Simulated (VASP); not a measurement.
# C in VASP: single point with PBE+D3(BJ)

Aim: the single point of C with PBE+D3(BJ).

Program: VASP 6.6.1. These are calculated values, not measurements. Logs are shortened: lines on timing, memory, paths and dates and some standing lists are left out, and cuts for length are marked.

## (1) The cell of the first run

The cell holds a slab with vacuum, 4 atoms: a = 2.466 Å, b = 2.466 Å, c = 17.500 Å, α = 90.00°, β = 90.00°, γ = 120.00°.

## (2) Single point, PBE+D3(BJ)

Input file INCAR:

```
SYSTEM = C
  PREC = Accurate
  ENCUT = 520
  EDIFF = 1E-6
  ISMEAR = 0
  SIGMA = 0.1
  LREAL = .FALSE.
  LASPH = .TRUE.
  NELM = 100
  ALGO = Normal
  ISIF = 2
  LWAVE = .FALSE.
  LCHARG = .TRUE.
  LDIPOL = .TRUE.
  IDIPOL = 3
  DIPOL = 0.5 0.5 0.343
  GGA = PE
  IVDW = 12
  LELF = .TRUE.
  LVHAR = .TRUE.
  LVACPOTAV = .TRUE.
  NBANDS = 16
```

Input file KPOINTS:

```
regular mesh
0
G
  15 15 1
  0 0 0
```

Input file POSCAR:

```
C
1.0
    2.4656524409      0.0000000000      0.0000000000
   -1.2328262205      2.1353176508      0.0000000000
    0.0000000000      0.0000000000     17.5000663883
C
4
Direct
    0.6666666667      0.3333333333      0.2571437784
    0.3333333333      0.6666666667      0.2571418816
    0.8333333333      1.0000000000      0.4291450227
    0.5000000000      1.3333333333      0.4291431259
```

Potentials or basis: VASP PAW PBE potentials, release 64 (C).

Command:

```console
$ cat potpaw_PBE.64/C/POTCAR > POTCAR
$ mpirun -np 1 vasp_std > vasp.out
```

OUTCAR:

```text
SYSTEM = C
   PREC = Accurate
   ENCUT = 520
   EDIFF = 1E-6
   ISMEAR = 0
   LREAL = .FALSE.
   LASPH = .TRUE.
   NELM = 100
   ISIF = 2
   GGA = PE
   IVDW = 12
 IVDW          = 12

 ion  position               nearest neighbor table
   1  0.667  0.333  0.257-   2 1.42   2 1.42   2 1.42
   2  0.333  0.667  0.257-   1 1.42   1 1.42   1 1.42
   3  0.833  0.000  0.429-   4 1.42   4 1.42   4 1.42
   4  0.500  0.333  0.429-   3 1.42   3 1.42   3 1.42

  LATTYP: Found a hexagonal cell.
 ALAT       =     2.4656524409
 C/A-ratio  =     7.0975398227

  Lattice vectors:

 A1 = (   2.4656524409,   0.0000000000,   0.0000000000)
 A2 = (  -1.2328262205,   2.1353176508,   0.0000000000)
 A3 = (   0.0000000000,   0.0000000000,  17.5000663883)

Analysis of symmetry for initial positions (statically):
=====================================================================
 Subroutine PRICEL returns:
 Original cell was already a primitive cell.

 Routine SETGRP: Setting up the symmetry group for a
 hexagonal supercell.

 Subroutine GETGRP returns: Found  2 space group operations
 (whereof  1 operations were pure point group operations)
 out of a pool of 24 trial point group operations.

The static configuration has the point symmetry C_1 .
 The point group associated with its full space group is S_2 .

Analysis of symmetry for dynamics (positions and initial velocities):
=====================================================================
 Subroutine PRICEL returns:
 Original cell was already a primitive cell.

 Routine SETGRP: Setting up the symmetry group for a
 hexagonal supercell.

 Subroutine GETGRP returns: Found  2 space group operations
 (whereof  1 operations were pure point group operations)
 out of a pool of 24 trial point group operations.

The dynamic configuration has the point symmetry C_1 .
 The point group associated with its full space group is S_2 .

 Subroutine INISYM returns: Found  2 space group operations
 (whereof  1 operations are pure point group operations),
 and found     1 'primitive' translations

----------------------------------------------------------------------------------------

                                     Primitive cell

  volume of cell :      92.1370

  direct lattice vectors                    reciprocal lattice vectors
     2.465652441  0.000000000  0.000000000     0.405572166  0.234157199  0.000000000
    -1.232826221  2.135317651  0.000000000     0.000000000  0.468314398  0.000000000
     0.000000000  0.000000000 17.500066388     0.000000000  0.000000000  0.057142640

  length of vectors
     2.465652441  2.465652441 17.500066388     0.468314398  0.468314398  0.057142640

  position of ions in fractional coordinates (direct lattice)
     0.666666667  0.333333333  0.257143778
     0.333333333  0.666666667  0.257141882
     0.833333333  0.000000000  0.429145023
     0.500000000  0.333333333  0.429143126

  ion indices of the primitive-cell ions
   primitive index   ion index
                 1           1
                 2           2
                 3           3
                 4           4

----------------------------------------------------------------------------------------

 KPOINTS: regular mesh

Automatic generation of k-mesh.
 Grid dimensions read from file:
 generate k-points for:   15   15    1

 Generating k-lattice:

  Cartesian coordinates                     Fractional coordinates (reciprocal lattice)
     0.027038144  0.015610480  0.000000000     0.066666667  0.000000000  0.000000000
     0.000000000  0.031220960  0.000000000     0.000000000  0.066666667  0.000000000
     0.000000000  0.000000000  0.057142640     0.000000000  0.000000000  1.000000000

  Length of vectors
     0.031220960  0.031220960  0.057142640

  Shift w.r.t. Gamma in fractional coordinates (k-lattice)
     0.000000000  0.000000000  0.000000000

 Subroutine IBZKPT returns following result:
 ===========================================

 Found    113 irreducible k-points:

 Following reciprocal coordinates:
            Coordinates               Weight
  0.000000  0.000000  0.000000      1.000000
  0.066667  0.000000  0.000000      2.000000
  0.000000  0.066667  0.000000      2.000000
 -0.066667  0.066667  0.000000      2.000000
  0.133333 -0.000000  0.000000      2.000000
  0.000000  0.133333  0.000000      2.000000
[... 16 lines left out ...]
  0.066667  0.066667  0.000000      2.000000
 -0.066667  0.133333  0.000000      2.000000
 [... further k-points ...]
   k-points           NKPTS =    113   k-points in BZ     NKDIM =    113   number of bands    NBANDS=     16
   number of dos      NEDOS =    301   number of ions     NIONS =      4
   total plane-waves  NPLWV =  45360
   dimension x,y,z NGX =    18 NGY =   18 NGZ =  140
   dimension x,y,z NGXF=    36 NGYF=   36 NGZF=  280
   ions per type =               4
   NGX,Y,Z   is equivalent  to a cutoff of  12.14, 12.14, 13.30 a.u.
   NGXF,Y,Z  is equivalent  to a cutoff of  24.27, 24.27, 26.60 a.u.
 SYSTEM =  C
   PREC   = accura    normal or accurate (medium, high low for compatibility)
   ISTART =      0    job   : 0-new  1-cont  2-samecut
   ICHARG =      2    charge: 1-file 2-atom 10-const
   ISPIN  =      1    spin polarized calculation?
   LNONCOLLINEAR =      F non collinear calculations
   LSORBIT =      F    spin-orbit coupling
   LASPH  =      T    aspherical Exc in radial PAW
   ENCUT  =  520.0 eV  38.22 Ry    6.18 a.u.   4.58  4.58 32.54*2*pi/ulx,y,z
   NELM   =    100;   NELMIN=  2; NELMDL= -5     # of ELM steps
   EDIFF  = 0.1E-05   stopping-criterion for ELM
   LREAL  =      F    real-space projection
   EDIFFG = 0.1E-04   stopping-criterion for IOM
   NSW    =      0    number of steps for IOM
   IBRION =     -1    ionic relax: 0-MD 1-quasi-New 2-CG
   NFREE  =      0    steps in history (QN), initial steepest desc. (CG)
   ISIF   =      2    stress and relaxation
   ISYM   =      2    0-nonsym 1-usesym 2-fastsym
   POTIM  = 0.5000    time-step for ionic-motion
   TEBEG  =    0.0;   TEEND  =   0.0 temperature during run
   PSTRESS=    0.0 pullay stress
   NELECT =      16.0000    total number of electrons
   NUPDOWN=      -1.0000    fix difference up-down
   EMIN   =  10.00;   EMAX   =-10.00  energy-range for DOS
   EFERMI =   0.00;   METHOD = LEGACY
   ISMEAR =     0;   SIGMA  =   0.10  broadening in eV -4-tet -1-fermi 0-gaus
   EFERMI_NEDOS =   21; number of points for ismear=-14 and -15
   IALGO  =     38    algorithm
   IMIX   =      4    mixing-type and parameters
     AMIX     =   0.40;   BMIX     =  1.00
     AMIX_MAG =   1.60;   BMIX_MAG =  1.00
  volume/ion in A,a.u.               =      23.03       155.44
  Fermi-wavevector in a.u.,A,eV,Ry     =   0.913349  1.725980 11.350070  0.834207
  Thomas-Fermi vector in A             =   2.037850
   LORBIT       =      0    0 simple, 1 ext, 2 COOP (PROOUT), +10 PAW based schemes
   GGA     = PE    functional components
   LHFCALC =     F    Hartree Fock is set to
   AEXX    =    0.0000 exact exchange contribution
   IVDW    =    12    specifies the selected vdW correction
   LEPSILON=     F    determine dielectric tensor
   LRPA    =     F    only Hartree local field effects (RPA)
 non-spin polarized calculation
 Gauss-broadening in eV      SIGMA  =   0.10
  energy-cutoff  :      520.00
  volume of cell :       92.14
 maximum number of plane-waves:      2516
   NGX =  9   NGY =  9   NGZ = 65

 dipolmoment           0.000000      0.000000      0.000004 electrons x Angstroem

 number of electron      15.9999997 magnetization

 dipolmoment           0.000000      0.000000     -0.000000 electrons x Angstroem

 Free energy of the ion-electron system (eV)
  ---------------------------------------------------
  ext. energy  EPLUGINS =         0.00000000
  ---------------------------------------------------
  free energy    TOTEN  =       -36.79154445 eV

  energy without entropy =      -36.79152550  energy(sigma->0) =      -36.79153497

 E-fermi :  -0.8922     XC(G=0):  -4.3615

 val. band max:       -1.0914320034   @ k =   0.3333   0.3333   0.0000
 cond. band min:      -0.6929932346   @ k =   0.3333   0.3333   0.0000
 fundamental gap:      0.3984387688
 Fermi energy:        -0.8922126024

 k-point     1 :       0.0000    0.0000    0.0000
  band No.  band energies     occupation
      1     -20.5515      2.00000
      2     -20.2177      2.00000
      3      -9.2437      2.00000
      4      -7.6309      2.00000
      5      -3.9095      2.00000
      6      -3.8923      2.00000
[... 8 lines left out ...]
     15       7.4508      0.00000
     16       7.4645      0.00000

 k-point     2 :       0.0667    0.0000    0.0000
  band No.  band energies     occupation
      1     -20.4454      2.00000
      2     -20.1135      2.00000
      3      -9.1162      2.00000
      4      -7.5087      2.00000
      5      -4.3291      2.00000
      6      -4.2998      2.00000
[... 8 lines left out ...]
     15       7.5227      0.00000
     16       7.8637      0.00000

 k-point     3 :       0.0000    0.0667    0.0000
  band No.  band energies     occupation
      1     -20.4454      2.00000
      2     -20.1135      2.00000
      3      -9.1161      2.00000
      4      -7.5090      2.00000
      5      -4.3338      2.00000
      6      -4.2953      2.00000
[... 8 lines left out ...]
     15       7.5416      0.00000
     16       7.8939      0.00000

 k-point     4 :      -0.0667    0.0667    0.0000
  band No.  band energies     occupation
      1     -20.4454      2.00000
      2     -20.1135      2.00000
      3      -9.1160      2.00000
      4      -7.5091      2.00000
      5      -4.3373      2.00000
      6      -4.2908      2.00000
[... 8 lines left out ...]
     15       7.5571      0.00000
     16       7.9027      0.00000

 k-point     5 :       0.1333   -0.0000    0.0000
  band No.  band energies     occupation
      1     -20.1279      2.00000
      2     -19.8015      2.00000
      3      -8.7357      2.00000
      4      -7.1448      2.00000
      5      -5.4738      2.00000
      6      -5.4121      2.00000
[... 8 lines left out ...]
     15       7.6018      0.00000
     16       9.0761      0.00000

 k-point     6 :       0.0000    0.1333    0.0000
  band No.  band energies     occupation
      1     -20.1279      2.00000
      2     -19.8016      2.00000
      3      -8.7349      2.00000
      4      -7.1457      2.00000
      5      -5.4770      2.00000
      6      -5.4085      2.00000
[... 8 lines left out ...]
     15       7.5961      0.00000
     16       8.9954      0.00000
[... 267 lines left out ...]
 k-point    21 :       0.0000    0.4667    0.0000
  band No.  band energies     occupation
      1     -15.6092      2.00000
      2     -15.3895      2.00000
      3     -13.7863      2.00000
      4     -13.6004      2.00000
      5      -7.2615      2.00000
      6      -7.2241      2.00000
[... 8 lines left out ...]
     15      11.0137      0.00000
     16      11.5190      0.00000

 k-point    22 :      -0.4667    0.4667    0.0000
  band No.  band energies     occupation
      1     -15.6018      2.00000
      2     -15.3978      2.00000
      3     -13.7826      2.00000
      4     -13.6031      2.00000
      5      -7.2749      2.00000
      6      -7.2104      2.00000
[... 8 lines left out ...]
     15      11.0139      0.00000
     16      11.5179      0.00000

 k-point    23 :       0.0667    0.0667    0.0000
  band No.  band energies     occupation
      1     -20.2336      2.00000
      2     -19.9054      2.00000
      3      -8.8621      2.00000
      4      -7.2658      2.00000
      5      -5.0404      2.00000
      6      -5.0404      2.00000
[... 8 lines left out ...]
     15       7.7109      0.00000
     16       8.5168      0.00000

 k-point    24 :      -0.0667    0.1333    0.0000
  band No.  band energies     occupation
      1     -20.2336      2.00000
      2     -19.9055      2.00000
      3      -8.8612      2.00000
      4      -7.2668      2.00000
      5      -5.0715      2.00000
      6      -5.0066      2.00000
[... 8 lines left out ...]
     15       7.7558      0.00000
     16       8.5554      0.00000

 [... further k-points ...]

------------------------ aborting loop because EDIFF is reached ----------------------------------------

 Edisp (eV)   -0.51516

 E8    (eV) :    -0.1559

  FORCE on cell =-STRESS in cart. coord.  units (eV):
  Direction    XX          YY          ZZ          XY          YZ          ZX
  --------------------------------------------------------------------------------------
  -------------------------------------------------------------------------------------
  Total       0.04337     0.06208     0.82279    -0.05762    -0.04947     0.09941
  in kB       0.75423     1.07948    14.30764    -1.00192    -0.86019     1.72868
  external pressure =        5.38 kB  Pullay stress =        0.00 kB

 VOLUME and BASIS-vectors are now :
 -----------------------------------------------------------------------------
  energy-cutoff  :      520.00
  volume of cell :       92.14
      direct lattice vectors                 reciprocal lattice vectors
     2.465652441  0.000000000  0.000000000     0.405572166  0.234157199  0.000000000
    -1.232826221  2.135317651  0.000000000     0.000000000  0.468314398  0.000000000
     0.000000000  0.000000000 17.500066388     0.000000000  0.000000000  0.057142640

 POSITION                                       TOTAL-FORCE (eV/Angst)
 -----------------------------------------------------------------------------------
      1.23283      0.71177      4.50003        -0.016149      0.006527     -0.124507
     -0.00000      1.42355      4.50000        -0.016885      0.009915     -0.157032
      2.05471      0.00000      7.51007         0.016885     -0.009915      0.157032
      0.82188      0.71177      7.51003         0.016149     -0.006527      0.124507
 -----------------------------------------------------------------------------------
    total drift:                               -0.000000      0.000000     -0.000010

  FREE ENERGIE OF THE ION-ELECTRON SYSTEM (eV)
  ---------------------------------------------------
  free  energy   TOTEN  =       -37.3067070397 eV

  energy  without entropy=      -37.3066880876  energy(sigma->0) =      -37.30669756

 vacuum level on the upper side and lower side of the slab         3.453         3.453
```

Wall time 2.1 min (1 thread of Intel Xeon 6975P-C (Granite Rapids), shared host); peak memory 0.27 GiB.

What came out:

* Free energy: -37.3067 eV
* Largest force: 0.158 eV/Å
* Band gap on the k mesh: 0.40 eV, direct
* Dispersion energy per atom: -0.129 eV

Forces in eV/Å, atoms in the order of the input:
```
C   -0.016  0.007 -0.125
C   -0.017  0.010 -0.157
C    0.017 -0.010  0.157
C    0.016 -0.007  0.125
```

Levels at points of the mesh, in eV from the valence-band top:
```
           k point  band 4  band 5  band 6  band 7  band 8  band 9  band 10  band 11  band 12  band 13
(0.00, 0.00, 0.00)   -6.54   -2.82   -2.80   -2.80   -2.78    3.75     4.16     5.08     6.72     7.47
```
